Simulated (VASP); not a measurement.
Input of a VASP 6.6.1 run:

The input INCAR:

```
  PREC = Accurate
  ENCUT = 520
  EDIFF = 1E-7
  ISMEAR = 0
  SIGMA = 0.15
  LREAL = F
  LASPH = T
  NELM = 100
  ALGO = Normal
  ISIF = 2
  LWAVE = F
  LCHARG = F
  GGA = PS
  NBANDS = 13
```

Contents of KPOINTS:

```
Automatic mesh
0
Gamma
  20 20 20
```

File POSCAR:

```
Mo
1.0
    0.0000000000      1.8538000000      2.1762000000
    1.8538000000      0.0000000000      2.1762000000
    1.8538000000      1.8538000000      0.0000000000
Mo
1
Direct
    0.0000000000      0.0000000000      0.0000000000
```

Potentials or basis: VASP PAW PBE potentials, release 64 (Mo_sv).

Command:

```bash
$ cat potpaw_PBE.64/Mo_sv/POTCAR > POTCAR
$ mpirun -np 1 vasp_std > vasp.out
```

Q: Predict the band gap on the k mesh.

A: Zero (band 7 reaches 16.43 eV, above the bottom of band 8 at 12.43 eV).

Q: Predict the pressure.

A: 12.4 GPa.

Stress tensor (GPa, compression positive):
```
10.46  0.00  0.00
 0.00 10.46  0.00
 0.00  0.00 16.39
```

Caveat: the cell differs from its parent crystal (strain -0.080 along x and y, +0.080 along z); the PAW data sets were made with another functional, which shifts forces and pressure a little.
